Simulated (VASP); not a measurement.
# Hf (P6_3/mmc) in VASP: elastic constants with LDA

Aim: the elastic constants of Hf with LDA.

Everything below comes from runs of VASP 6.6.1. Logs are shortened: lines on timing, memory, paths and dates and some standing lists are left out, and cuts for length are marked.

## (1) The cell of the first run

Symmetry: P6_3/mmc, No. 194, hexagonal system. Conventional cell: a = 3.119 Å, b = 3.119 Å, c = 4.942 Å, α = 90.00°, β = 90.00°, γ = 120.00°. Hf (site symmetry -6m2) has 12 Hf at 3.06 to 3.12 Å within 4.0 Å.

## (2) Elastic constants, LDA

File INCAR:

```
ALGO = Normal
EDIFF = 1E-8
ENCUT = 600
GGA = CA
IBRION = 6
ISIF = 3
ISMEAR = 0
LASPH = T
LCHARG = F
LREAL = F
LWAVE = F
NELM = 100
NFREE = 2
NSW = 1
POTIM = 0.015
PREC = Accurate
SIGMA = 0.1
```

File KPOINTS:

```
k-points
0
Gamma
  16 16 10
```

File POSCAR:

```
Hf
1.0
    3.1189593375      0.0000000000      0.0000000000
   -1.5594796688      2.7010980196      0.0000000000
    0.0000000000      0.0000000000      4.9424847237
Hf
2
Direct
    0.3333333333      0.6666666667      0.2500000000
    0.6666666667      0.3333333333      0.7500000000
```

Potentials or basis: VASP PAW LDA potentials, release 64 (Hf_pv).

Started as:

```bash
$ cat potpaw_LDA.64/Hf_pv/POTCAR > POTCAR
$ mpirun -np 1 vasp_std > vasp.out
```

OUTCAR:

```text
EDIFF = 1E-8
   ENCUT = 600
   GGA = CA
   IBRION = 6
   ISIF = 3
   ISMEAR = 0
   LASPH = T
   LREAL = F
   NELM = 100
   NFREE = 2
   NSW = 1
   POTIM = 0.015
   PREC = Accurate

 ion  position               nearest neighbor table
   1  0.333  0.667  0.250-   2 3.06   2 3.06   2 3.06   2 3.06   2 3.06   2 3.06
   2  0.667  0.333  0.750-   1 3.06   1 3.06   1 3.06   1 3.06   1 3.06   1 3.06

  LATTYP: Found a hexagonal cell.
 ALAT       =     3.1189593375
 C/A-ratio  =     1.5846582750

  Lattice vectors:

 A1 = (   3.1189593375,   0.0000000000,   0.0000000000)
 A2 = (  -1.5594796688,   2.7010980196,   0.0000000000)
 A3 = (   0.0000000000,   0.0000000000,   4.9424847237)

Analysis of symmetry for initial positions (statically):
=====================================================================
 Subroutine PRICEL returns:
 Original cell was already a primitive cell.

 Routine SETGRP: Setting up the symmetry group for a
 hexagonal supercell.

 Subroutine GETGRP returns: Found 24 space group operations
 (whereof 12 operations were pure point group operations)
 out of a pool of 24 trial point group operations.

The static configuration has the point symmetry D_3d.
 The point group associated with its full space group is D_6h.

Analysis of symmetry for dynamics (positions and initial velocities):
=====================================================================
 Subroutine PRICEL returns:
 Original cell was already a primitive cell.

 Routine SETGRP: Setting up the symmetry group for a
 hexagonal supercell.

 Subroutine GETGRP returns: Found 24 space group operations
 (whereof 12 operations were pure point group operations)
 out of a pool of 24 trial point group operations.

The dynamic configuration has the point symmetry D_3d.
 The point group associated with its full space group is D_6h.

 Subroutine INISYM returns: Found 24 space group operations
 (whereof 12 operations are pure point group operations),
 and found     1 'primitive' translations

----------------------------------------------------------------------------------------

                                     Primitive cell

  volume of cell :      41.6385

  direct lattice vectors                    reciprocal lattice vectors
     3.118959338  0.000000000  0.000000000     0.320619762  0.185109906  0.000000000
    -1.559479669  2.701098020  0.000000000     0.000000000  0.370219812  0.000000000
     0.000000000  0.000000000  4.942484724     0.000000000  0.000000000  0.202327383

  length of vectors
     3.118959338  3.118959337  4.942484724     0.370219812  0.370219812  0.202327383

  position of ions in fractional coordinates (direct lattice)
     0.333333333  0.666666667  0.250000000
     0.666666667  0.333333333  0.750000000

  ion indices of the primitive-cell ions
   primitive index   ion index
                 1           1
                 2           2

----------------------------------------------------------------------------------------

 KPOINTS: k-points

Automatic generation of k-mesh.
 Grid dimensions read from file:
 generate k-points for:   16   16   10

 Generating k-lattice:

  Cartesian coordinates                     Fractional coordinates (reciprocal lattice)
[... 115 lines left out ...]
  Direction    XX          YY          ZZ          XY          YZ          ZX
  --------------------------------------------------------------------------------------
  -------------------------------------------------------------------------------------
  Total        0.0239795      0.0239795      0.0207307     -0.0000000      0.0000000     -0.0000000
  in kB        0.9226888      0.9226888      0.7976812     -0.0000000      0.0000000     -0.0000000
  external PRESSURE =       0.8810196 kB  Pullay stress =       0.0000000 kB
[... 89 lines left out ...]
  FREE ENERGIE OF THE ION-ELECTRON SYSTEM (eV)
  ---------------------------------------------------
  free  energy   TOTEN  =       -21.3881816028 eV

  energy  without entropy=      -21.3809627708  energy(sigma->0) =      -21.38457219

[... ionic steps 4 to 14 ...]

--------------------------------------- Ionic step       15  -------------------------------------------

 number of electron      20.0000000 magnetization

------------------------ aborting loop because EDIFF is reached ----------------------------------------
[... 67 lines left out ...]
--------------------------------------- Ionic step       17  -------------------------------------------

 number of electron      20.0000000 magnetization

 Free energy of the ion-electron system (eV)
  ---------------------------------------------------
  ext. energy  EPLUGINS =         0.00000000
  ---------------------------------------------------
  free energy    TOTEN  =       -21.39418674 eV

  energy without entropy =      -21.38700436  energy(sigma->0) =      -21.39059555

 E-fermi :   5.3182     XC(G=0): -11.8019

 val. band max:        5.3178876176   @ k =   0.3750   0.2500   0.3000
 cond. band min:       5.3314187712   @ k =   0.2500   0.1875   0.5000
 fundamental gap:      0.0135311535
 Fermi energy:         5.3181519419

 k-point     1 :       0.0000    0.0000    0.0000
  band No.  band energies     occupation
      1     -25.6009      2.00000
      2     -24.6412      2.00000
      3     -24.6412      2.00000
      4     -24.4812      2.00000
      5     -24.4789      2.00000
      6     -24.4789      2.00000
      7      -2.2431      2.00000
      8       1.3723      2.00000
      9       6.3663      0.00000
     10       6.4349      0.00000
     11       6.4349      0.00000
     12       6.7280      0.00000
     13       7.3230      0.00000
     14       7.3230      0.00000
[... 377 lines left out ...]
      1     -25.2168      2.00000
      2     -25.1913      2.00000
      3     -25.1184      2.00000
      4     -24.8643      2.00000
      5     -24.6995      2.00000
      6     -24.6896      2.00000
      7       1.4785      2.00000
      8       3.3071      2.00000
      9       3.5051      2.00000
     10       4.0069      2.00000
     11       5.6531      0.00000
     12       6.2971      0.00000
     13       6.6346      0.00000
     14       9.2499      0.00000

 [... further k-points ...]

------------------------ aborting loop because EDIFF is reached ----------------------------------------

  FORCE on cell =-STRESS in cart. coord.  units (eV):
  Direction    XX          YY          ZZ          XY          YZ          ZX
  --------------------------------------------------------------------------------------
  -------------------------------------------------------------------------------------
  Total        0.0260390      0.0260390      0.0258326     -0.0000000      0.0000000      0.0000000
  in kB        1.0019330      1.0019330      0.9939944     -0.0000000      0.0000000      0.0000000
  external PRESSURE =       0.9992868 kB  Pullay stress =       0.0000000 kB
[... 17 lines left out ...]
  FREE ENERGIE OF THE ION-ELECTRON SYSTEM (eV)
  ---------------------------------------------------
  free  energy   TOTEN  =       -21.3941867420 eV

  energy  without entropy=      -21.3870043588  energy(sigma->0) =      -21.39059555

 INTERNAL STRAIN TENSORS FROM STRAINED CELLS
 ============================================

 INTERNAL STRAIN TENSOR FOR ION    1 for displacements in x,y,z  (eV/Angst):
          X           Y           Z          XY          YZ          ZX
  --------------------------------------------------------------------------------
  x     0.00000    -0.00000    -0.00000    -2.09432     0.00000     0.00000
  y    -2.10330     2.08881     0.00000     0.00008    -0.00003    -0.00004
  z     0.00000     0.00000     0.00000     0.00000    -0.00255     0.00000

 INTERNAL STRAIN TENSORS FROM DISPLACED ATOMS
 ============================================

 INTERNAL STRAIN TENSOR FOR ION    1 for displacements in x,y,z  (eV/Angst):
          X           Y           Z          XY          YZ          ZX
  --------------------------------------------------------------------------------
  x     0.00000    -0.00000     0.00000    -2.08139     0.00000     0.00000
  y    -2.08139     2.08139     0.00000    -0.00000     0.00000     0.00000
  z     0.00000     0.00000     0.00000     0.00000     0.00000     0.00000

 INTERNAL STRAIN TENSOR FOR ION    2 for displacements in x,y,z  (eV/Angst):
          X           Y           Z          XY          YZ          ZX
  --------------------------------------------------------------------------------
  x    -0.00000     0.00000     0.00000     2.08139     0.00000     0.00000
  y     2.08139    -2.08139    -0.00000     0.00000     0.00000     0.00000
  z    -0.00000    -0.00000    -0.00000     0.00000     0.00000     0.00000

 Eigenvectors and eigenvalues of the dynamical matrix
 ----------------------------------------------------

   1 f  =    3.401101 THz    21.369751 2PiTHz  113.448533 cm-1    14.065819 meV
             X         Y         Z           dx          dy          dz
     -0.000000  1.800732  1.235621     0.000000    0.000000    0.707107
      1.559480  0.900366  3.706864    -0.000000   -0.000000   -0.707107
[... 21 lines left out ...]
   6 f  =    0.000000 THz     0.000000 2PiTHz    0.000001 cm-1     0.000000 meV
             X         Y         Z           dx          dy          dz
     -0.000000  1.800732  1.235621     0.642548    0.294884    0.013220
      1.559480  0.900366  3.706864     0.642548    0.294884    0.013220

--------------------------------------------------------------------------------------------------------

 ELASTIC MODULI CONTR FROM IONIC RELAXATION (kBar)
 Direction    XX          YY          ZZ          XY          YZ          ZX
 --------------------------------------------------------------------------------
 XX         -93.7807     93.7807      0.0000      0.0000      0.0000      0.0000
 YY          93.7807    -93.7807     -0.0000      0.0000      0.0000      0.0000
 ZZ           0.0000     -0.0000     -0.0000      0.0000      0.0000      0.0000
 XY           0.0000      0.0000      0.0000    -93.7807      0.0000      0.0000
 YZ           0.0000      0.0000      0.0000      0.0000      0.0000      0.0000
 ZX           0.0000      0.0000      0.0000      0.0000      0.0000      0.0000
 --------------------------------------------------------------------------------

 TOTAL ELASTIC MODULI (kBar)
 Direction    XX          YY          ZZ          XY          YZ          ZX
 --------------------------------------------------------------------------------
 XX        1931.4433    790.7432    822.5840     -0.0000      0.0000      0.0000
 YY         790.7432   1931.4433    822.5840     -0.0000     -0.0000      0.0000
 ZZ         822.5840    822.5840   2204.8024     -0.0000      0.0000      0.0000
 XY          -0.0000     -0.0000     -0.0000    570.3500      0.0000      0.0000
 YZ          -0.0000     -0.0000      0.0000      0.0000    462.8617     -0.0000
 ZX           0.0000      0.0000      0.0000      0.0000     -0.0000    462.8617
 --------------------------------------------------------------------------------
```

Run time: 68 min. Hardware: 1 thread of Oxide Virtual Turin-like, shared host; peak memory 0.85 GiB.

Results:

```
Voigt bulk modulus            : 122 GPa
Highest phonon frequency at Γ : 113 cm⁻¹
```

Phonon frequencies in cm⁻¹ (negative: imaginary):
| q point | frequencies |
| --- | --- |
| (0.000, 0.000, 0.000) | 0 0 0 74 74 113 |

Elastic tensor in Voigt notation (GPa, in the Cartesian axes of the cell as first typed):
```
193  79  82   0   0   0
 79 193  82   0   0   0
 82  82 220   0   0   0
  0   0   0  46   0   0
  0   0   0   0  46   0
  0   0   0   0   0  57
```

Clamped-ion elastic tensor (GPa):
```
203  70  82   0   0   0
 70 203  82   0   0   0
 82  82 220   0   0   0
  0   0   0  46   0   0
  0   0   0   0  46   0
  0   0   0   0   0  66
```

Caveat: spin-orbit coupling is left out, which moves the levels of the heavy elements.
